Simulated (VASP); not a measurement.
# OsBr3 (Pm-3m) in VASP: a series of runs

OsBr3 is run at these levels: PBE+U; tasks: single point.

Everything below comes from runs of VASP 6.6.1. Logs are shortened: lines on timing, memory, paths and dates and some standing lists are left out, and cuts for length are marked.

## 1. The cell of the first run

The structure is cubic, space group Pm-3m (No. 221). The conventional cell has a = 5.241 Å, b = 5.241 Å, c = 5.241 Å, α = 90.00°, β = 90.00°, γ = 90.00°. Os (site symmetry m-3m) has 6 Br at 2.62 Å within 3.5 Å. Within 3.5 Å of Br (site symmetry 4/mmm) lie 2 Os at 2.62 Å.

## 2. Single point, PBE+U, collinear spin (36.00 Å³/atom)

Input file INCAR:

```
SYSTEM = OsBr3
PREC = Accurate
ENCUT = 520
EDIFF = 1E-7
ISMEAR = 0
SIGMA = 0.05
LREAL = .FALSE.
LASPH = .TRUE.
NELM = 150
ALGO = Normal
ISIF = 2
LWAVE = .FALSE.
LCHARG = .FALSE.
ISPIN = 2
MAGMOM = 2.65 0.17 0.17 0.17
LORBIT = 11
LMAXMIX = 4
LDAU = .TRUE.
LDAUTYPE = 2
LDAUL = 2 -1
LDAUU = 2 0
LDAUJ = 0 0
LDAUPRINT = 1
GGA = PE
NBANDS = 26
```

Input file KPOINTS:

```
regular mesh
0
G
  6 6 6
  0 0 0
```

Input file POSCAR:

```
OsBr3
1.0
    5.2414132391      0.0000000000      0.0000000000
    0.0000000000      5.2414132391      0.0000000000
    0.0000000000      0.0000000000      5.2414132391
Os Br
1 3
Direct
    0.0000000000      0.0000000000      0.0000000000
    0.5000000000      0.0000000000      0.0000000000
    0.0000000000      0.0000000000      0.5000000000
    0.0000000000      0.5000000000      0.0000000000
```

Potentials or basis: VASP PAW PBE potentials, release 64 (Os, Br).

Launch:

```bash
$ cat potpaw_PBE.64/Os/POTCAR potpaw_PBE.64/Br/POTCAR > POTCAR
$ mpirun -np 1 vasp_std > vasp.out
```

OUTCAR:

```text
SYSTEM = OsBr3
   PREC = Accurate
   ENCUT = 520
   EDIFF = 1E-7
   ISMEAR = 0
   LREAL = .FALSE.
   LASPH = .TRUE.
   NELM = 150
   ISIF = 2
   ISPIN = 2
   LORBIT = 11
   GGA = PE

 ion  position               nearest neighbor table
   1  0.000  0.000  0.000-   2 2.62   3 2.62   4 2.62   3 2.62   4 2.62   2 2.62
   2  0.500  0.000  0.000-   1 2.62   1 2.62
   3  0.000  0.000  0.500-   1 2.62   1 2.62
   4  0.000  0.500  0.000-   1 2.62   1 2.62

  LATTYP: Found a simple cubic cell.
 ALAT       =     5.2414132391

  Lattice vectors:

 A1 = (   5.2414132391,   0.0000000000,   0.0000000000)
 A2 = (   0.0000000000,   5.2414132391,   0.0000000000)
 A3 = (   0.0000000000,   0.0000000000,   5.2414132391)

Analysis of symmetry for initial positions (statically):
=====================================================================
 Subroutine PRICEL returns:
 Original cell was already a primitive cell.

 Routine SETGRP: Setting up the symmetry group for a
 simple cubic supercell.

 Subroutine GETGRP returns: Found 48 space group operations
 (whereof 48 operations were pure point group operations)
 out of a pool of 48 trial point group operations.

The static configuration has the point symmetry O_h .

Analysis of symmetry for dynamics (positions and initial velocities):
=====================================================================
 Subroutine PRICEL returns:
 Original cell was already a primitive cell.

 Routine SETGRP: Setting up the symmetry group for a
 simple cubic supercell.

 Subroutine GETGRP returns: Found 48 space group operations
 (whereof 48 operations were pure point group operations)
 out of a pool of 48 trial point group operations.

The dynamic configuration has the point symmetry O_h .

Analysis of structural, dynamic, and magnetic symmetry:
=====================================================================
 Subroutine PRICEL returns:
 Original cell was already a primitive cell.

 Routine SETGRP: Setting up the symmetry group for a
 simple cubic supercell.

 Subroutine GETGRP returns: Found 48 space group operations
 (whereof 48 operations were pure point group operations)
 out of a pool of 48 trial point group operations.

The overall configuration has the point symmetry O_h .

 Subroutine INISYM returns: Found 48 space group operations
 (whereof 48 operations are pure point group operations),
 and found     1 'primitive' translations

----------------------------------------------------------------------------------------

                                     Primitive cell

  volume of cell :     143.9943

  direct lattice vectors                    reciprocal lattice vectors
     5.241413239  0.000000000  0.000000000     0.190788239  0.000000000  0.000000000
     0.000000000  5.241413239  0.000000000     0.000000000  0.190788239  0.000000000
     0.000000000  0.000000000  5.241413239     0.000000000  0.000000000  0.190788239

  length of vectors
     5.241413239  5.241413239  5.241413239     0.190788239  0.190788239  0.190788239

  position of ions in fractional coordinates (direct lattice)
     0.000000000  0.000000000  0.000000000
     0.500000000  0.000000000  0.000000000
     0.000000000  0.000000000  0.500000000
     0.000000000  0.500000000  0.000000000

  ion indices of the primitive-cell ions
   primitive index   ion index
                 1           1
                 2           2
                 3           3
                 4           4

----------------------------------------------------------------------------------------

 KPOINTS: regular mesh

[... 77 lines left out ...]
   ISMEAR =     0;   SIGMA  =   0.05  broadening in eV -4-tet -1-fermi 0-gaus
   EFERMI_NEDOS =   21; number of points for ismear=-14 and -15
   IALGO  =     38    algorithm
   IMIX   =      4    mixing-type and parameters
     AMIX     =   0.40;   BMIX     =  1.00
     AMIX_MAG =   1.60;   BMIX_MAG =  1.00
  volume/ion in A,a.u.               =      36.00       242.93
  Fermi-wavevector in a.u.,A,eV,Ry     =   0.959605  1.813390 12.528808  0.920841
  Thomas-Fermi vector in A             =   2.088816
   LORBIT       =     11    0 simple, 1 ext, 2 COOP (PROOUT), +10 PAW based schemes
 LDA+U is selected, type is set to LDAUTYPE =  2
   angular momentum for each species LDAUL =     2   -1
   U (eV)           for each species LDAUU =   2.0  0.0
   J (eV)           for each species LDAUJ =   0.0  0.0
   GGA     = PE    functional components
   LHFCALC =     F    Hartree Fock is set to
   AEXX    =    0.0000 exact exchange contribution
   IVDW    =     0    specifies the selected vdW correction
   LEPSILON=     F    determine dielectric tensor
   LRPA    =     F    only Hartree local field effects (RPA)
 spin polarized calculation
 Gauss-broadening in eV      SIGMA  =   0.05
  energy-cutoff  :      520.00
  volume of cell :      143.99
 maximum number of plane-waves:      3912
 NGX is ok and might be reduce to    40
   NGX = 19   NGY = 19   NGZ = 19

atom =   1  type =  1  l = 2

 onsite density matrix

spin component  1

  0.9575  0.0000 -0.0000 -0.0000  0.0000
  0.0000  0.9575 -0.0000 -0.0000  0.0000
 -0.0000 -0.0000  0.7990 -0.0000 -0.0000
 -0.0000 -0.0000 -0.0000  0.9575  0.0000
  0.0000  0.0000 -0.0000  0.0000  0.7990

spin component  2

  0.3434 -0.0000  0.0000  0.0000 -0.0000
 -0.0000  0.3434  0.0000  0.0000 -0.0000
  0.0000  0.0000  0.2309  0.0000  0.0000
  0.0000  0.0000  0.0000  0.3434 -0.0000
 -0.0000 -0.0000  0.0000 -0.0000  0.2309

 occupancies and eigenvectors

  o =  0.2309  v =  0.0000  0.0000  0.0000  0.0000  0.0000  0.0000  0.0000  0.3012  0.0000 -0.9536      0.0000  0.0000  0.0000  0.0000  0.0000  0.0000  0.0000  0.0000  0.0000  0.0000
  o =  0.2309  v =  0.0000  0.0000  0.0000  0.0000  0.0000  0.0000 -0.0000  0.9536 -0.0000  0.3012      0.0000  0.0000  0.0000  0.0000  0.0000  0.0000  0.0000  0.0000  0.0000  0.0000
  o =  0.3434  v =  0.0000  0.0000  0.0000  0.0000  0.0000  0.0000  0.0209  0.0000  0.9998  0.0000      0.0000  0.0000  0.0000  0.0000  0.0000  0.0000  0.0000  0.0000  0.0000  0.0000
  o =  0.3434  v =  0.0000  0.0000  0.0000  0.0000  0.0000  1.0000  0.0000  0.0000  0.0000  0.0000      0.0000  0.0000  0.0000  0.0000  0.0000  0.0000  0.0000  0.0000  0.0000  0.0000
  o =  0.3434  v =  0.0000  0.0000  0.0000  0.0000  0.0000  0.0000  0.9998 -0.0000 -0.0209  0.0000      0.0000  0.0000  0.0000  0.0000  0.0000  0.0000  0.0000  0.0000  0.0000  0.0000
  o =  0.7990  v =  0.0000 -0.0000  0.9983 -0.0000 -0.0578  0.0000  0.0000  0.0000  0.0000  0.0000      0.0000  0.0000  0.0000  0.0000  0.0000  0.0000  0.0000  0.0000  0.0000  0.0000
  o =  0.7990  v =  0.0000 -0.0000  0.0578 -0.0000  0.9983  0.0000  0.0000  0.0000  0.0000  0.0000      0.0000  0.0000  0.0000  0.0000  0.0000  0.0000  0.0000  0.0000  0.0000  0.0000
  o =  0.9575  v =  0.0000  0.7990 -0.0000 -0.6013  0.0000  0.0000  0.0000  0.0000  0.0000  0.0000      0.0000  0.0000  0.0000  0.0000  0.0000  0.0000  0.0000  0.0000  0.0000  0.0000
  o =  0.9575  v =  0.0000 -0.6013 -0.0000 -0.7990 -0.0000  0.0000  0.0000  0.0000  0.0000  0.0000      0.0000  0.0000  0.0000  0.0000  0.0000  0.0000  0.0000  0.0000  0.0000  0.0000
  o =  0.9575  v =  1.0000  0.0000  0.0000  0.0000  0.0000  0.0000  0.0000  0.0000  0.0000  0.0000      0.0000  0.0000  0.0000  0.0000  0.0000  0.0000  0.0000  0.0000  0.0000  0.0000

 number of electron      29.0000004 magnetization       3.5036807

 Free energy of the ion-electron system (eV)
  ---------------------------------------------------
  ext. energy  EPLUGINS =         0.00000000
  ---------------------------------------------------
  free energy    TOTEN  =       -12.78973683 eV

  energy without entropy =      -12.78806865  energy(sigma->0) =      -12.78890274

 E-fermi :   0.0239     XC(G=0):  -7.5034

 val. band max:       -0.0466605565   @ k =   0.1667   0.1667   0.1667
 cond. band min:       0.0336976123   @ k =   0.3333   0.1667   0.1667
 fundamental gap:      0.0803581688
 Fermi energy:         0.0239435166

 spin component 1

 k-point     1 :       0.0000    0.0000    0.0000
  band No.  band energies     occupation
      1     -15.3568      1.00000
      2     -14.6703      1.00000
      3     -14.6703      1.00000
      4      -4.3130      1.00000
      5      -4.3130      1.00000
      6      -4.3130      1.00000
[... 569 lines left out ...]
     25       9.8883      0.00000
     26      10.3285      0.00000
 Fermi energy:         0.0239435166

 spin component 2

 k-point     1 :       0.0000    0.0000    0.0000
  band No.  band energies     occupation
      1     -15.1782      1.00000
      2     -14.4427      1.00000
      3     -14.4427      1.00000
      4      -4.1731      1.00000
      5      -4.1731      1.00000
      6      -4.1731      1.00000
[... 569 lines left out ...]
     25      10.0118      0.00000
     26      10.4423      0.00000

------------------------ aborting loop because EDIFF is reached ----------------------------------------

  FORCE on cell =-STRESS in cart. coord.  units (eV):
  Direction    XX          YY          ZZ          XY          YZ          ZX
  --------------------------------------------------------------------------------------
  -------------------------------------------------------------------------------------
  Total       -1.1568131     -1.1568131     -1.1568131     -0.0000000      0.0000000      0.0000000
  in kB      -12.8714829    -12.8714829    -12.8714829     -0.0000000      0.0000000      0.0000000
  external PRESSURE =     -12.8714829 kB  Pullay stress =       0.0000000 kB

 VOLUME and BASIS-vectors are now :
 -----------------------------------------------------------------------------
  energy-cutoff  :      520.00
  volume of cell :      143.99
      direct lattice vectors                 reciprocal lattice vectors
     5.241413239  0.000000000  0.000000000     0.190788239  0.000000000  0.000000000
     0.000000000  5.241413239  0.000000000     0.000000000  0.190788239  0.000000000
     0.000000000  0.000000000  5.241413239     0.000000000  0.000000000  0.190788239

 POSITION                                       TOTAL-FORCE (eV/Angst)
 -----------------------------------------------------------------------------------
      0.00000      0.00000      0.00000         0.000000      0.000000      0.000000
      2.62071      0.00000      0.00000         0.000000      0.000000      0.000000
      0.00000      0.00000      2.62071         0.000000      0.000000      0.000000
      0.00000      2.62071      0.00000         0.000000      0.000000      0.000000
 -----------------------------------------------------------------------------------
    total drift:                                0.000000      0.000000     -0.000000

  FREE ENERGIE OF THE ION-ELECTRON SYSTEM (eV)
  ---------------------------------------------------
  free  energy   TOTEN  =       -12.7897368327 eV

  energy  without entropy=      -12.7880686528  energy(sigma->0) =      -12.78890274

 total charge

# of ion       s       p       d       tot
------------------------------------------
    1        0.454   0.367   5.907   6.729
    2        1.613   3.189   0.030   4.831
    3        1.613   3.189   0.030   4.831
    4        1.613   3.189   0.030   4.831
--------------------------------------------------
tot          5.294   9.933   5.997  21.223

 magnetization (x)

# of ion       s       p       d       tot
------------------------------------------
    1        0.089   0.038   2.955   3.083
    2        0.019   0.111   0.010   0.140
    3        0.019   0.111   0.010   0.140
    4        0.019   0.111   0.010   0.140
--------------------------------------------------
tot          0.145   0.371   2.985   3.501
```

Wall time 71 s (1 thread of Intel Xeon 6975P-C (Granite Rapids), shared host); peak memory 0.34 GiB.

What came out:

- Free energy: -12.7897 eV
- Pressure: -1.3 GPa
- Net moment: 3.50 μB per cell
- Site moments: Os +3.08; Br +0.14 μB
- Valence electrons inside the program's atomic spheres: Os 6.73; Br 4.83

Eigenvalues of the final occupation matrices:
```
    site  spin  trace               eigenvalues
site 1 d     1   4.47  0.80 0.80 0.96 0.96 0.96
site 1 d     2   1.49  0.23 0.23 0.34 0.34 0.34
```

Caveat: spin-orbit coupling is left out, which moves the levels of the heavy elements.

(Continued in part 2 of 2.)
